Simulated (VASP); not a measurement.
# Na (P6_3/mmc) in VASP: notebook, part 2 of 2

VASP 6.6.1. Earlier steps stand in the parts before.

## (5) Relaxation of cell and atoms, PBEsol, target pressure 30 GPa, at which the enthalpy is minimised

This run uses another cell than the first one, of 37.17 Å³/atom, 1.042 times its volume.

File INCAR:

```
SYSTEM = Na
ALGO = Normal
EDIFF = 1E-6
EDIFFG = -0.01
ENCUT = 600
GGA = PS
IBRION = 2
ISIF = 3
ISMEAR = -1
LASPH = .TRUE.
LCHARG = .FALSE.
LREAL = .FALSE.
LWAVE = .FALSE.
NELM = 80
NSW = 60
PREC = Accurate
PSTRESS = 300.0
SIGMA = 0.05
```

File KPOINTS:

```
k-points
0
G
  8 8 3
  0 0 0
```

File POSCAR:

```
Na
1.0
    3.7003831212      0.0000000000      0.0000000000
   -1.8501915606      3.2046257867      0.0000000000
    0.0000000000      0.0000000000     12.5373215400
Na
4
Direct
    0.6666666667      0.3333333333      0.7500000000
    0.0000000000      0.0000000000      0.5000000000
    0.3333333333      0.6666666667      0.2500000000
    0.0000000000      0.0000000000      0.0000000000
```

Potentials or basis: VASP PAW PBE potentials, release 64 (Na_pv).

Launch:

```sh
$ cat potpaw_PBE.64/Na_pv/POTCAR > POTCAR
$ mpirun -np 1 vasp_std > vasp.out
```

OUTCAR:

```text
SYSTEM = Na
   EDIFF = 1E-6
   EDIFFG = -0.01
   ENCUT = 600
   GGA = PS
   IBRION = 2
   ISIF = 3
   ISMEAR = -1
   LASPH = .TRUE.
   LREAL = .FALSE.
   NELM = 80
   NSW = 60
   PREC = Accurate
   PSTRESS = 300.0

 ion  position               nearest neighbor table
   1  0.667  0.333  0.750-
   2  0.000  0.000  0.500-
   3  0.333  0.667  0.250-
   4  0.000  0.000  0.000-

  LATTYP: Found a hexagonal cell.
 ALAT       =     3.7003831212
 C/A-ratio  =     3.3881144545

  Lattice vectors:

 A1 = (   3.7003831212,   0.0000000000,   0.0000000000)
 A2 = (  -1.8501915606,   3.2046257867,   0.0000000000)
 A3 = (   0.0000000000,   0.0000000000,  12.5373215400)

Analysis of symmetry for initial positions (statically):
=====================================================================
 Subroutine PRICEL returns:
 Original cell was already a primitive cell.

 Routine SETGRP: Setting up the symmetry group for a
 hexagonal supercell.

 Subroutine GETGRP returns: Found 24 space group operations
 (whereof 12 operations were pure point group operations)
 out of a pool of 24 trial point group operations.

The static configuration has the point symmetry D_3d.
 The point group associated with its full space group is D_6h.

Analysis of symmetry for dynamics (positions and initial velocities):
=====================================================================
 Subroutine PRICEL returns:
 Original cell was already a primitive cell.

 Routine SETGRP: Setting up the symmetry group for a
 hexagonal supercell.

 Subroutine GETGRP returns: Found 24 space group operations
 (whereof 12 operations were pure point group operations)
 out of a pool of 24 trial point group operations.

The dynamic configuration has the point symmetry D_3d.
 The point group associated with its full space group is D_6h.

 Subroutine INISYM returns: Found 24 space group operations
 (whereof 12 operations are pure point group operations),
 and found     1 'primitive' translations

----------------------------------------------------------------------------------------

                                     Primitive cell

  volume of cell :     148.6719

  direct lattice vectors                    reciprocal lattice vectors
     3.700383121  0.000000000  0.000000000     0.270242288  0.156024458  0.000000000
    -1.850191561  3.204625787  0.000000000     0.000000000  0.312048915  0.000000000
     0.000000000  0.000000000 12.537321540     0.000000000  0.000000000  0.079761853

  length of vectors
     3.700383121  3.700383121 12.537321540     0.312048915  0.312048915  0.079761853

  position of ions in fractional coordinates (direct lattice)
     0.666666667  0.333333333  0.750000000
     0.000000000  0.000000000  0.500000000
     0.333333333  0.666666667  0.250000000
     0.000000000  0.000000000  0.000000000

  ion indices of the primitive-cell ions
   primitive index   ion index
                 1           1
                 2           2
                 3           3
                 4           4

----------------------------------------------------------------------------------------

 KPOINTS: k-points

Automatic generation of k-mesh.
 Grid dimensions read from file:
 generate k-points for:    8    8    3

 Generating k-lattice:

  Cartesian coordinates                     Fractional coordinates (reciprocal lattice)
     0.033780286  0.019503057  0.000000000     0.125000000 -0.000000000  0.000000000
     0.000000000  0.039006114  0.000000000     0.000000000  0.125000000  0.000000000
     0.000000000  0.000000000  0.026587284     0.000000000  0.000000000  0.333333333

  Length of vectors
     0.039006114  0.039006114  0.026587284

  Shift w.r.t. Gamma in fractional coordinates (k-lattice)
     0.000000000  0.000000000  0.000000000

 Subroutine IBZKPT returns following result:
 ===========================================

 Found     20 irreducible k-points:

 Following reciprocal coordinates:
            Coordinates               Weight
  0.000000  0.000000  0.000000      1.000000
  0.125000  0.000000  0.000000      6.000000
  0.250000  0.000000  0.000000      6.000000
  0.375000 -0.000000  0.000000      6.000000
  0.500000  0.000000  0.000000      3.000000
  0.125000  0.125000  0.000000      6.000000
[... 12 lines left out ...]
  0.250000  0.250000  0.333333     12.000000
  0.375000  0.250000  0.333333     12.000000
   k-points           NKPTS =     20   k-points in BZ     NKDIM =     20   number of bands    NBANDS=     18
   number of dos      NEDOS =    301   number of ions     NIONS =      4
   total plane-waves  NPLWV =  90000
   dimension x,y,z NGX =    30 NGY =   30 NGZ =  100
   dimension x,y,z NGXF=    60 NGYF=   60 NGZF=  200
   ions per type =               4
   NGX,Y,Z   is equivalent  to a cutoff of  13.48, 13.48, 13.26 a.u.
   NGXF,Y,Z  is equivalent  to a cutoff of  26.96, 26.96, 26.52 a.u.
 SYSTEM =  Na
   PREC   = accura    normal or accurate (medium, high low for compatibility)
   ISTART =      0    job   : 0-new  1-cont  2-samecut
   ICHARG =      2    charge: 1-file 2-atom 10-const
   ISPIN  =      1    spin polarized calculation?
   LNONCOLLINEAR =      F non collinear calculations
   LSORBIT =      F    spin-orbit coupling
   LASPH  =      T    aspherical Exc in radial PAW
   ENCUT  =  600.0 eV  44.10 Ry    6.64 a.u.   7.39  7.39 25.04*2*pi/ulx,y,z
   NELM   =     80;   NELMIN=  2; NELMDL= -5     # of ELM steps
   EDIFF  = 0.1E-05   stopping-criterion for ELM
   LREAL  =      F    real-space projection
   EDIFFG = -.1E-01   stopping-criterion for IOM
   NSW    =     60    number of steps for IOM
   IBRION =      2    ionic relax: 0-MD 1-quasi-New 2-CG
   NFREE  =      1    steps in history (QN), initial steepest desc. (CG)
   ISIF   =      3    stress and relaxation
   ISYM   =      2    0-nonsym 1-usesym 2-fastsym
   POTIM  = 0.5000    time-step for ionic-motion
   TEBEG  =    0.0;   TEEND  =   0.0 temperature during run
   PSTRESS=  300.0 pullay stress
   NELECT =      28.0000    total number of electrons
   NUPDOWN=      -1.0000    fix difference up-down
   EMIN   =  10.00;   EMAX   =-10.00  energy-range for DOS
   EFERMI =   0.00;   METHOD = LEGACY
   ISMEAR =    -1;   SIGMA  =   0.05  broadening in eV -4-tet -1-fermi 0-gaus
   EFERMI_NEDOS =   21; number of points for ismear=-14 and -15
   IALGO  =     38    algorithm
   IMIX   =      4    mixing-type and parameters
     AMIX     =   0.40;   BMIX     =  1.00
     AMIX_MAG =   1.60;   BMIX_MAG =  1.00
  volume/ion in A,a.u.               =      37.17       250.82
  Fermi-wavevector in a.u.,A,eV,Ry     =   0.938393  1.773305 11.981028  0.880581
  Thomas-Fermi vector in A             =   2.065600
   LORBIT       =      0    0 simple, 1 ext, 2 COOP (PROOUT), +10 PAW based schemes
   GGA     = PS    functional components
   LHFCALC =     F    Hartree Fock is set to
   AEXX    =    0.0000 exact exchange contribution
   IVDW    =     0    specifies the selected vdW correction
   LEPSILON=     F    determine dielectric tensor
   LRPA    =     F    only Hartree local field effects (RPA)
 conjugate gradient relaxation of ions
 non-spin polarized calculation
  energy-cutoff  :      600.00
  volume of cell :      148.67
 maximum number of plane-waves:      5024
 NGX is ok and might be reduce to    30
   NGX = 15   NGY = 15   NGZ = 51

--------------------------------------- Ionic step        1  -------------------------------------------

 number of electron      27.9999992 magnetization

 Free energy of the ion-electron system (eV)
  ---------------------------------------------------
  ext. energy  EPLUGINS =         0.00000000
  ---------------------------------------------------
  free energy    TOTEN  =        -5.58534395 eV

  energy without entropy =       -5.56719662  energy(sigma->0) =       -5.57627028

 E-fermi :   0.2857     XC(G=0):  -6.4938

 val. band max:        0.2044263525   @ k =   0.2500   0.2500   0.3333
 cond. band min:       0.3333675334   @ k =   0.2500   0.1250   0.3333
 fundamental gap:      0.1289411809
 Fermi energy:         0.2856659484

 k-point     1 :       0.0000    0.0000    0.0000
  band No.  band energies     occupation
      1     -24.5183      2.00000
      2     -24.5027      2.00000
      3     -24.5024      2.00000
      4     -24.4908      2.00000
      5     -24.4908      2.00000
      6     -24.4889      2.00000
[... 448 lines left out ...]
--------------------------------------- Ionic step        2  -------------------------------------------

 number of electron      28.0000002 magnetization

 E-fermi :   8.0170     XC(G=0): -11.0059

 val. band max:        7.7912221503   @ k =   0.2500   0.2500   0.3333
 cond. band min:       8.0709912774   @ k =   0.2500   0.1250   0.3333
 fundamental gap:      0.2797691271
 Fermi energy:         8.0169983968

 k-point     1 :       0.0000    0.0000    0.0000
  band No.  band energies     occupation
      1     -19.3670      2.00000
      2     -18.7280      2.00000
      3     -18.7250      2.00000
      4     -18.1137      2.00000
      5     -18.1137      2.00000
      6     -18.0509      2.00000
[... 688 lines left out ...]
--------------------------------------- Ionic step        9  -------------------------------------------

 number of electron      28.0000007 magnetization

 Free energy of the ion-electron system (eV)
  ---------------------------------------------------
  ext. energy  EPLUGINS =         0.00000000
  ---------------------------------------------------
  free energy    TOTEN  =        -1.69841360 eV

  energy without entropy =       -1.68875222  energy(sigma->0) =       -1.69358291

 E-fermi :   4.3227     XC(G=0):  -9.2632

 val. band max:        4.0553717876   @ k =   0.1250   0.0000   0.3333
 cond. band min:       4.3759647633   @ k =   0.3750   0.1250   0.3333
 fundamental gap:      0.3205929757
 Fermi energy:         4.3227466260

 k-point     1 :       0.0000    0.0000    0.0000
  band No.  band energies     occupation
      1     -21.1557      2.00000
      2     -20.9004      2.00000
      3     -20.8984      2.00000
      4     -20.6977      2.00000
      5     -20.6977      2.00000
      6     -20.6662      2.00000
[... 444 lines left out ...]
  energy  without entropy=       -1.6887522157  energy(sigma->0) =       -1.69358291

  enthalpy is  TOTEN    =        10.2813722106 eV   P V=       11.9797858130

 reached required accuracy - stopping structural energy minimisation
```

CONTCAR:

```text
Na
   1.00000000000000
     2.8498355340167265    0.0000000000000000   -0.0000000000000000
    -1.4249177670083633    2.4680299690763623    0.0000000000000000
     0.0000000000000000   -0.0000000000000000    9.0963707861202998
  Na
     4
Direct
     0.6666666667000030    0.3333333332999970    0.7500000000000000
     0.0000000000000000    0.0000000000000000    0.5000000000000000
     0.3333333332999970    0.6666666667000030    0.2500000000000000
     0.0000000000000000    0.0000000000000000    0.0000000000000000

  0.00000000E+00  0.00000000E+00  0.00000000E+00
  0.00000000E+00  0.00000000E+00  0.00000000E+00
  0.00000000E+00  0.00000000E+00  0.00000000E+00
  0.00000000E+00  0.00000000E+00  0.00000000E+00
```

Run time: 6.6 min. Hardware: 1 thread of Oxide Virtual Turin-like, shared host; peak memory 0.27 GiB.

Results:

```
Free energy                                            : -1.6984 eV
Relaxed volume                                         : 15.99 Å³/atom
Relaxed cell                                           : a = 2.850 Å, b = 2.850 Å, c = 9.096 Å, α = 90.00°, β = 90.00°, γ = 120.00°
Space group after relaxing (to 0.05 Å)                 : P6_3/mmc (No. 194)
Energy change on relaxing (the enthalpy is what falls) : +971.7 meV/atom
Ionic steps                                            : 9
Pressure after relaxing                                : 30.0 GPa
Band gap on the k mesh                                 : zero (band 14 reaches 5.77 eV, above the bottom of band 15 at 0.62 eV)
```

The path:
| step | energy change (eV) | largest force (eV/Å) | pressure (GPa) | volume (Å³) |
| --- | --- | --- | --- | --- |
| 1 | 0.0000 | 0.0000 | -0.15 | 148.67 |
| 2 | 11.0434 | 0.0000 | 95.32 | 43.24 |
| 3 | 3.6042 | 0.0000 | 27.73 | 65.67 |
| 4 | 3.8336 | 0.0000 | 29.51 | 64.38 |
| 5 | 4.0679 | 0.0000 | 31.35 | 63.14 |
| 6 | 3.8379 | 0.0000 | 29.61 | 64.30 |
| 7 | 3.7572 | 0.0000 | 28.98 | 64.72 |
| 8 | 3.8279 | 0.0000 | 29.55 | 64.30 |
| 9 | 3.8869 | 0.0000 | 30.04 | 63.98 |

Final structure:
```cif
data_structure
_symmetry_space_group_name_H-M 'P 1'
_symmetry_Int_Tables_number 1
_cell_length_a 2.8498
_cell_length_b 2.8498
_cell_length_c 9.0964
_cell_angle_alpha 90.000
_cell_angle_beta 90.000
_cell_angle_gamma 120.000
_cell_volume 63.98
loop_
_atom_site_label
_atom_site_type_symbol
_atom_site_fract_x
_atom_site_fract_y
_atom_site_fract_z
_atom_site_occupancy
Na1 Na 0.66667 0.33333 0.75000 1
Na2 Na 0.00000 0.00000 0.50000 1
Na3 Na 0.33333 0.66667 0.25000 1
Na4 Na 0.00000 0.00000 0.00000 1
```

Caveat: the cell is relaxed towards a set pressure, so the enthalpy falls and the energy may rise; the volume moved by over 15 % at a fixed basis, so the end points are rough; the PAW data sets were made with another functional, which shifts forces and pressure a little.

## (6) Overview

```csv
task,level,potentials or basis,cell,cutoff (eV),gap on the mesh (eV),pressure (GPa)
single point,LDA,"VASP PAW LDA potentials, release 64 (Na_pv)","a = 3.650, b = 3.650, c = 12.368 Å, angles 90.0, 90.0, 120.0°, 4 atoms",520,none,-0.5
single point,LDA,"VASP PAW LDA potentials, release 64 (Na_pv)","a = 3.773, b = 3.773, c = 12.783 Å, angles 90.0, 90.0, 120.0°, 4 atoms",520,none,-1.2
relaxation of cell and atoms,PBEsol,"VASP PAW PBE potentials, release 64 (Na_pv)","relaxed to 20 GPa from a = 3.700, b = 3.700, c = 12.537 Å, angles 90.0, 90.0, 120.0°, 4 atoms",600,none,20.0
relaxation of cell and atoms,PBEsol,"VASP PAW PBE potentials, release 64 (Na_pv)","relaxed to 30 GPa from a = 3.700, b = 3.700, c = 12.537 Å, angles 90.0, 90.0, 120.0°, 4 atoms",600,none,30.0
```

Alike in all rows: no spin polarisation; k mesh 8 × 8 × 3; smearing fermi-dirac 0.05 eV.

Caveats: the cell is relaxed towards a set pressure, so the enthalpy falls and the energy may rise (some runs); the volume moved by over 15 % at a fixed basis, so the end points are rough (some runs); the PAW data sets were made with another functional, which shifts forces and pressure a little (some runs).

Total energies depend on the potentials used, so only differences within one code and one set of settings carry meaning.
